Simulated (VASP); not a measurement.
# FeO (Wuestite) (R-3m) in VASP: settings compared

The runs below take FeO (Wuestite) through single point, with LDA, PBE, PBEsol, RPBE.

Program: VASP 6.6.1. These are calculated values, not measurements. Logs are shortened: lines on timing, memory, paths and dates and some standing lists are left out, and cuts for length are marked.

## (1) The cell of the first run

The structure is trigonal, space group R-3m (No. 166). Conventional cell: a = 3.038 Å, b = 3.038 Å, c = 7.559 Å, α = 90.00°, β = 90.00°, γ = 120.00°. Fe (site symmetry -3m) has 6 O at 2.16 Å within 2.9 Å. O (site symmetry -3m) has 6 Fe at 2.16 Å within 2.9 Å.

## (2) Single point, LDA, collinear spin, ferromagnetic start

Contents of INCAR:

```
  ALGO = Normal
  EDIFF = 1E-6
  ENCUT = 520
  GGA = CA
  ISIF = 2
  ISMEAR = -1
  ISPIN = 2
  LASPH = True
  LCHARG = False
  LMAXMIX = 4
  LORBIT = 11
  LREAL = False
  LWAVE = False
  MAGMOM = 3 0
  NBANDS = 18
  NELM = 150
  PREC = Accurate
  SIGMA = 0.05
```

Contents of KPOINTS:

```
k-points
0
Gamma
  11 11 11
```

Contents of POSCAR:

```
FeO
1.0
    1.5188209023      0.8768916568      2.5195772846
   -1.5188209023      0.8768916568      2.5195772846
    0.0000000000     -1.7537833136      2.5195772846
Fe O
1 1
Direct
    0.0000000000      0.0000000000      0.0000000000
    0.5000000000      0.5000000000      0.5000000000
```

Potentials or basis: VASP PAW LDA potentials, release 64 (Fe, O).

On the command line:

```bash
$ cat potpaw_LDA.64/Fe/POTCAR potpaw_LDA.64/O/POTCAR > POTCAR
$ mpirun -np 1 vasp_std > vasp.out
```

OUTCAR:

```text
EDIFF = 1E-6
   ENCUT = 520
   GGA = CA
   ISIF = 2
   ISMEAR = -1
   ISPIN = 2
   LASPH = True
   LORBIT = 11
   LREAL = False
   NELM = 150
   PREC = Accurate

 ion  position               nearest neighbor table
   1  0.000  0.000  0.000-   2 2.16   2 2.16   2 2.16   2 2.16   2 2.16   2 2.16
   2  0.500  0.500  0.500-   1 2.16   1 2.16   1 2.16   1 2.16   1 2.16   1 2.16

  LATTYP: Found a trigonal (rhomboedric) cell.
 ALAT       =     3.0698575869
 COS(alpha) =     0.5104391626

  Lattice vectors:

 A1 = (   1.5188209023,   0.8768916568,   2.5195772846)
 A2 = (  -1.5188209023,   0.8768916568,   2.5195772846)
 A3 = (   0.0000000000,  -1.7537833136,   2.5195772846)

Analysis of symmetry for initial positions (statically):
=====================================================================
 Subroutine PRICEL returns:
 Original cell was already a primitive cell.

 Routine SETGRP: Setting up the symmetry group for a
 trigonal (rhombohedral) supercell.

 Subroutine GETGRP returns: Found 12 space group operations
 (whereof 12 operations were pure point group operations)
 out of a pool of 12 trial point group operations.

The static configuration has the point symmetry D_3d.

Analysis of symmetry for dynamics (positions and initial velocities):
=====================================================================
 Subroutine PRICEL returns:
 Original cell was already a primitive cell.

 Routine SETGRP: Setting up the symmetry group for a
 trigonal (rhombohedral) supercell.

 Subroutine GETGRP returns: Found 12 space group operations
 (whereof 12 operations were pure point group operations)
 out of a pool of 12 trial point group operations.

The dynamic configuration has the point symmetry D_3d.

Analysis of structural, dynamic, and magnetic symmetry:
=====================================================================
 Subroutine PRICEL returns:
 Original cell was already a primitive cell.

 Routine SETGRP: Setting up the symmetry group for a
 trigonal (rhombohedral) supercell.

 Subroutine GETGRP returns: Found 12 space group operations
 (whereof 12 operations were pure point group operations)
 out of a pool of 12 trial point group operations.

The overall configuration has the point symmetry D_3d.

 Subroutine INISYM returns: Found 12 space group operations
 (whereof 12 operations are pure point group operations),
 and found     1 'primitive' translations

----------------------------------------------------------------------------------------

                                     Primitive cell

  volume of cell :      20.1341

  direct lattice vectors                    reciprocal lattice vectors
     1.518820902  0.876891657  2.519577285     0.329202738  0.190065290  0.132297324
    -1.518820902  0.876891657  2.519577285    -0.329202738  0.190065290  0.132297324
     0.000000000 -1.753783314  2.519577285     0.000000000 -0.380130579  0.132297324

  length of vectors
     3.069857587  3.069857587  3.069857587     0.402494521  0.402494521  0.402494521

  position of ions in fractional coordinates (direct lattice)
     0.000000000  0.000000000  0.000000000
     0.500000000  0.500000000  0.500000000

  ion indices of the primitive-cell ions
   primitive index   ion index
                 1           1
                 2           2

----------------------------------------------------------------------------------------

 KPOINTS: k-points

Automatic generation of k-mesh.
 Grid dimensions read from file:
 generate k-points for:   11   11   11

 Generating k-lattice:

  Cartesian coordinates                     Fractional coordinates (reciprocal lattice)
     0.029927522  0.017278663  0.012027029     0.090909091 -0.000000000  0.000000000
    -0.029927522  0.017278663  0.012027029    -0.000000000  0.090909091  0.000000000
     0.000000000 -0.034557325  0.012027029     0.000000000  0.000000000  0.090909091

  Length of vectors
     0.036590411  0.036590411  0.036590411

  Shift w.r.t. Gamma in fractional coordinates (k-lattice)
     0.000000000  0.000000000  0.000000000

[... 42 lines left out ...]
   LEPSILON=     F    determine dielectric tensor
   LRPA    =     F    only Hartree local field effects (RPA)
 spin polarized calculation
  energy-cutoff  :      520.00
  volume of cell :       20.13
 maximum number of plane-waves:       556
   NGX = 11   NGY = 11   NGZ = 11

 number of electron      13.9999999 magnetization       3.9932516

 Free energy of the ion-electron system (eV)
  ---------------------------------------------------
  ext. energy  EPLUGINS =         0.00000000
  ---------------------------------------------------
  free energy    TOTEN  =       -16.39656054 eV

  energy without entropy =      -16.38359761  energy(sigma->0) =      -16.39007907

 E-fermi :   5.7565     XC(G=0): -12.5937

 val. band max:        5.7558514033   @ k =  -0.4545   0.1818  -0.0000
 cond. band min:       5.7589832993   @ k =   0.2727   0.1818   0.1818
 fundamental gap:      0.0031318960
 Fermi energy:         5.7564911591

 spin component 1

 k-point     1 :       0.0000    0.0000    0.0000
  band No.  band energies     occupation
      1     -14.5642      1.00000
      2       1.9764      1.00000
      3       2.0783      1.00000
      4       2.0783      1.00000
      5       2.1063      1.00000
      6       2.1706      1.00000
[... 10 lines left out ...]
     17      26.3504      0.00000
     18      29.3943      0.00000
[... 463 lines left out ...]
 k-point    24 :      -0.1818    0.1818    0.0000
  band No.  band energies     occupation
      1     -13.8276      1.00000
      2      -1.3729      1.00000
      3      -0.2794      1.00000
      4       0.2248      1.00000
      5       2.4967      1.00000
      6       2.8414      1.00000
[... 10 lines left out ...]
     17      32.3082      0.00000
     18      34.0289      0.00000

 [... further k-points ...]

 spin component 2

 k-point     1 :       0.0000    0.0000    0.0000
  band No.  band energies     occupation
      1     -13.9920      1.00000
      2       2.5841      1.00000
      3       2.6881      1.00000
      4       2.6881      1.00000
      5       4.9643      1.00000
      6       5.0503      1.00000
[... 10 lines left out ...]
     17      27.6360      0.00000
     18      30.5337      0.00000
[... 463 lines left out ...]
 k-point    24 :      -0.1818    0.1818    0.0000
  band No.  band energies     occupation
      1     -13.2464      1.00000
      2      -0.5058      1.00000
      3       1.0859      1.00000
      4       1.2436      1.00000
      5       5.4847      0.99566
      6       5.7293      0.63256
[... 10 lines left out ...]
     17      33.1549      0.00000
     18      34.8022      0.00000

 [... further k-points ...]
[... 5 lines left out ...]
  --------------------------------------------------------------------------------------
  -------------------------------------------------------------------------------------
  Total       -1.9897669     -1.9897669     -2.1318686      0.0000000      0.0000000      0.0000000
  in kB     -158.3366141   -158.3366141   -169.6444179      0.0000000      0.0000000      0.0000000
  external PRESSURE =    -162.1058820 kB  Pullay stress =       0.0000000 kB

 VOLUME and BASIS-vectors are now :
 -----------------------------------------------------------------------------
  energy-cutoff  :      520.00
  volume of cell :       20.13
      direct lattice vectors                 reciprocal lattice vectors
     1.518820902  0.876891657  2.519577285     0.329202738  0.190065290  0.132297324
    -1.518820902  0.876891657  2.519577285    -0.329202738  0.190065290  0.132297324
     0.000000000 -1.753783314  2.519577285     0.000000000 -0.380130579  0.132297324

 POSITION                                       TOTAL-FORCE (eV/Angst)
 -----------------------------------------------------------------------------------
      0.00000      0.00000      0.00000        -0.000000      0.000000     -0.000000
      0.00000      0.00000      3.77937         0.000000     -0.000000      0.000000
 -----------------------------------------------------------------------------------
    total drift:                               -0.000000      0.000000     -0.000000

  FREE ENERGIE OF THE ION-ELECTRON SYSTEM (eV)
  ---------------------------------------------------
  free  energy   TOTEN  =       -16.3965605385 eV

  energy  without entropy=      -16.3835976070  energy(sigma->0) =      -16.39007907

 total charge

# of ion       s       p       d       tot
------------------------------------------
    1        0.292   0.360   6.104   6.756
    2        1.544   3.406   0.000   4.950
--------------------------------------------------
tot          1.836   3.766   6.104  11.706

 magnetization (x)

# of ion       s       p       d       tot
------------------------------------------
    1        0.024   0.021   3.526   3.571
    2        0.030   0.286   0.000   0.316
--------------------------------------------------
tot          0.054   0.307   3.526   3.887
```

Wall time 4.2 min (1 thread of AMD EPYC 7R13, shared host); peak memory 0.17 GiB.

What came out:

```yaml
Free_energy: -16.3966 eV
Pressure: -16.2 GPa
Band_gap_on_the_k_mesh: zero (filled and empty bands overlap)
Net_moment: 3.99 μB per cell
Site_moments: Fe +3.57; O +0.32 μB
Valence_electrons_inside_the_program's_atomic_spheres: Fe 6.76; O 4.95
```

Levels at points of the mesh, in eV from the Fermi level:
Spin up:
| k point | band 5 | band 6 | band 7 | band 8 | band 9 | band 10 | band 11 | band 12 | band 13 | band 14 |
| --- | --- | --- | --- | --- | --- | --- | --- | --- | --- | --- |
| (0.00, 0.00, 0.00) | -3.65 | -3.59 | -3.59 | -3.34 | -3.34 | 0.21 | 15.38 | 16.70 | 17.10 | 17.10 |
Spin down:
```
           k point  band 1  band 2  band 3  band 4  band 5  band 6  band 7  band 8  band 9  band 10
(0.00, 0.00, 0.00)  -19.75   -3.17   -3.07   -3.07   -0.79   -0.71   -0.71   -0.01   -0.01     0.98
```

Caveat: a cell with one magnetic atom can't hold antiferromagnetic order, which such compounds often take; semilocal functionals often make such compounds metallic where correlation or magnetic order opens a gap, which also shifts bond lengths. With open d or f shells a metallic result of LDA can be an artefact of self-interaction; +U or a hybrid may open a gap.

## (3) Single point, PBE

Contents of INCAR:

```
SYSTEM = FeO
ALGO = Normal ; EDIFF = 1E-6
ENCUT = 520 ; GGA = PE
ISIF = 2 ; ISMEAR = -1
LASPH = .True. ; LCHARG = .False.
LREAL = .False. ; LWAVE = .False.
NBANDS = 14 ; NELM = 80
PREC = Accurate ; SIGMA = 0.05
```

Contents of KPOINTS:

```
k-points
0
Gamma
  11 11 11
  0 0 0
```

POSCAR is that of step 2.

Potentials or basis: VASP PAW PBE potentials, release 64 (Fe, O).

On the command line:

```bash
$ cat potpaw_PBE.64/Fe/POTCAR potpaw_PBE.64/O/POTCAR > POTCAR
$ mpirun -np 1 vasp_std > vasp.out
```

Wall time 36 s (1 thread of AMD EPYC 7R13 (Zen 3), shared host); peak memory 0.14 GiB.

It converged, with:

* Free energy: -13.5323 eV
* Pressure: -26.0 GPa
* Band gap on the k mesh: zero (band 7 reaches 5.46 eV, above the bottom of band 8 at 4.66 eV)

Stress tensor (GPa, compression positive):
```
-26.01   0.00   0.00
  0.00 -26.01   0.00
  0.00   0.00 -25.90
```

Levels at points of the mesh, in eV from the Fermi level:
| k point | band 3 | band 4 | band 5 | band 6 | band 7 | band 8 | band 9 | band 10 | band 11 | band 12 |
| --- | --- | --- | --- | --- | --- | --- | --- | --- | --- | --- |
| (0.00, 0.00, 0.00) | -3.56 | -3.56 | -1.32 | -1.24 | -1.24 | -0.78 | -0.78 | 0.99 | 16.22 | 17.92 |

Caveat: the run has no spin polarisation, though such a crystal can be magnetic; semilocal functionals often make such compounds metallic where correlation or magnetic order opens a gap, which also shifts bond lengths. With open d or f shells a metallic result of PBE can be an artefact of self-interaction; +U or a hybrid may open a gap.

## (4) Single point, PBE, collinear spin, ferromagnetic start

Contents of INCAR:

```
PREC = Accurate ; ENCUT = 520
EDIFF = 1E-6 ; ISMEAR = -1
SIGMA = 0.05 ; LREAL = False
LASPH = True ; NELM = 150
ALGO = Normal ; ISIF = 2
LWAVE = False ; LCHARG = True
ISPIN = 2 ; MAGMOM = -2.68 0
LORBIT = 11 ; LMAXMIX = 4
GGA = PE ; LELF = True
LVHAR = True ; NBANDS = 18
```

Contents of KPOINTS:

```
Automatic mesh
0
Gamma
  11 11 11
```

POSCAR is that of step 3.

On the command line:

```bash
$ cat potpaw_PBE.64/Fe/POTCAR potpaw_PBE.64/O/POTCAR > POTCAR
$ mpirun -np 1 vasp_std > vasp.out
```

Wall time 1.8 min (1 thread of AMD EPYC 7R13 (Zen 3), shared host); peak memory 0.18 GiB.

The run converged. Its results:

```
Free energy                                           : -14.9350 eV
Pressure                                              : -1.2 GPa
Band gap on the k mesh                                : zero (filled and empty bands overlap)
Net moment                                            : -4.00 μB per cell
Site moments                                          : Fe -3.62; O -0.30 μB
Valence electrons inside the program's atomic spheres : Fe 6.72; O 4.99
```

Stress tensor (GPa, compression positive):
```
-0.83  0.00  0.00
 0.00 -0.83  0.00
 0.00  0.00 -1.83
```

Levels at points of the mesh, in eV from the Fermi level:
Spin up:
```
           k point  band 2  band 3  band 4  band 5  band 6  band 7  band 8  band 9
(0.00, 0.00, 0.00)   -3.29   -3.18   -3.18   -0.78   -0.70   -0.70    0.20    0.20
```
Spin down:
```
           k point  band 6  band 7  band 8  band 9  band 10  band 11  band 12  band 13
(0.00, 0.00, 0.00)   -3.74   -3.74   -3.67   -3.67     0.06    15.45    16.72    17.13
```

Caveat: a cell with one magnetic atom can't hold antiferromagnetic order, which such compounds often take; semilocal functionals often make such compounds metallic where correlation or magnetic order opens a gap, which also shifts bond lengths.

## (5) Single point, PBEsol, collinear spin, ferromagnetic start

Contents of INCAR:

```
SYSTEM = FeO
PREC     = Accurate       ! precision mode
ENCUT    = 520            ! plane-wave cutoff, eV
EDIFF    = 1E-6           ! SCF threshold, eV
ISMEAR   = -1             ! smearing method
SIGMA    = 0.05           ! smearing width, eV
LREAL    = .False.        ! projectors in reciprocal space
LASPH    = .True.         ! aspherical terms in the spheres
NELM     = 150            ! most SCF steps
ALGO     = Normal         ! electronic algorithm
ISIF     = 2              ! what is computed and relaxed
LWAVE    = .False.        ! write WAVECAR
LCHARG   = .True.         ! write CHGCAR
ISPIN    = 2              ! spin polarisation
MAGMOM   = 3 0            ! initial moments
LORBIT   = 11             ! projections on sites
LMAXMIX  = 4              ! l up to which the mixer works
GGA      = PS             ! functional
LELF     = .True.         ! ELF
LVHAR    = .True.       
NBANDS   = 18             ! bands
```

Contents of KPOINTS:

```
regular mesh
0
Gamma
  11 11 11
  0 0 0
```

POSCAR is that of step 4.

On the command line:

```bash
$ cat potpaw_PBE.64/Fe/POTCAR potpaw_PBE.64/O/POTCAR > POTCAR
$ mpirun -np 1 vasp_std > vasp.out
```

Run time: 4.1 min. Hardware: 1 thread of AMD EPYC 7R13, shared host; peak memory 0.18 GiB.

It converged, with:

| Property | Result |
| --- | --- |
| Free energy | -15.8378 eV |
| Pressure | -9.2 GPa |
| Band gap on the k mesh | zero (filled and empty bands overlap) |
| Net moment | 4.00 μB per cell |
| Site moments | Fe +3.61; O +0.30 μB |
| Valence electrons inside the program's atomic spheres | Fe 6.73; O 4.96 |

Stress tensor (GPa, compression positive):
```
-8.89  0.00  0.00
 0.00 -8.89  0.00
 0.00  0.00 -9.92
```

Levels at points of the mesh, in eV from the Fermi level:
Spin up:
```
           k point  band 5  band 6  band 7  band 8  band 9  band 10  band 11  band 12  band 13  band 14
(0.00, 0.00, 0.00)   -3.85   -3.78   -3.78   -3.66   -3.66    -0.04    15.21    16.55    16.96    16.96
```
Spin down:
```tsv
k point	band 2	band 3	band 4	band 5	band 6	band 7	band 8	band 9
(0.00, 0.00, 0.00)	-3.29	-3.19	-3.19	-0.79	-0.71	-0.71	0.12	0.12
```

Caveat: the PAW data sets were made with another functional, which shifts forces and pressure a little; a cell with one magnetic atom can't hold antiferromagnetic order, which such compounds often take; semilocal functionals often make such compounds metallic where correlation or magnetic order opens a gap, which also shifts bond lengths.

## (6) Single point, RPBE, collinear spin, ferromagnetic start

Contents of INCAR:

```
ALGO = Normal ; EDIFF = 1E-6
ENCUT = 520 ; GGA = RP
ISIF = 2 ; ISMEAR = 0
ISPIN = 2 ; LASPH = True
LCHARG = False ; LMAXMIX = 4
LORBIT = 11 ; LREAL = False
LWAVE = False ; MAGMOM = 3 0
NBANDS = 18 ; NELM = 150
PREC = Accurate ; SIGMA = 0.1
```

Contents of KPOINTS:

```
k-points
0
Gamma
  11 11 11
```

POSCAR is that of step 5.

Potentials or basis: VASP PAW PBE potentials, release 64 (Fe, O).

On the command line:

```bash
$ cat potpaw_PBE.64/Fe/POTCAR potpaw_PBE.64/O/POTCAR > POTCAR
$ mpirun -np 1 vasp_std > vasp.out
```

It took 59 s on 1 thread of Intel Xeon Platinum 8488C (Sapphire Rapids), shared host; peak memory 0.21 GiB.

The run converged. Its results:

* Free energy: -14.1256 eV
* Pressure: 4.3 GPa
* Band gap on the k mesh: zero (filled and empty bands overlap)
* Net moment: 4.00 μB per cell
* Site moments: Fe +3.63; O +0.30 μB
* Valence electrons inside the program's atomic spheres: Fe 6.71; O 5.01

Stress tensor (GPa, compression positive):
```
4.60 0.00 0.00
0.00 4.60 0.00
0.00 0.00 3.67
```

Levels at points of the mesh, in eV from the Fermi level:
Spin up:
| k point | band 6 | band 7 | band 8 | band 9 | band 10 | band 11 | band 12 | band 13 |
| --- | --- | --- | --- | --- | --- | --- | --- | --- |
| (0.00, 0.00, 0.00) | -3.78 | -3.78 | -3.75 | -3.75 | 0.07 | 15.48 | 16.73 | 17.14 |
Spin down:
| k point | band 1 | band 2 | band 3 | band 4 | band 5 | band 6 | band 7 | band 8 | band 9 | band 10 |
| --- | --- | --- | --- | --- | --- | --- | --- | --- | --- | --- |
| (0.00, 0.00, 0.00) | -20.27 | -3.32 | -3.22 | -3.22 | -0.78 | -0.70 | -0.70 | 0.24 | 0.24 | 0.86 |

Caveat: the PAW data sets were made with another functional, which shifts forces and pressure a little; a cell with one magnetic atom can't hold antiferromagnetic order, which such compounds often take; semilocal functionals often make such compounds metallic where correlation or magnetic order opens a gap, which also shifts bond lengths.

## (7) Summary

| level | potentials or basis | spin | smearing | gap on the mesh (eV) | pressure (GPa) | moment (μB) |
| --- | --- | --- | --- | --- | --- | --- |
| LDA | VASP PAW LDA potentials, release 64 (Fe, O) | collinear, ferromagnetic start | fermi-dirac 0.05 eV | none | -16.2 | 3.99 |
| PBE | VASP PAW PBE potentials, release 64 (Fe, O) | off | fermi-dirac 0.05 eV | none | -26.0 | - |
| PBE | VASP PAW PBE potentials, release 64 (Fe, O) | collinear, ferromagnetic start | fermi-dirac 0.05 eV | none | -1.2 | 4.00 |
| PBEsol | VASP PAW PBE potentials, release 64 (Fe, O) | collinear, ferromagnetic start | fermi-dirac 0.05 eV | none | -9.2 | 4.00 |
| RPBE | VASP PAW PBE potentials, release 64 (Fe, O) | collinear, ferromagnetic start | gaussian 0.1 eV | none | 4.3 | 4.00 |

Alike in all rows: task single point; cell as given; k mesh 11 × 11 × 11; cutoff (eV) 520.

Caveats: semilocal functionals often make such compounds metallic where correlation or magnetic order opens a gap, which also shifts bond lengths; a cell with one magnetic atom can't hold antiferromagnetic order, which such compounds often take (some runs); the PAW data sets were made with another functional, which shifts forces and pressure a little (some runs).

Absolute energies hang on the potentials; compare differences alone.
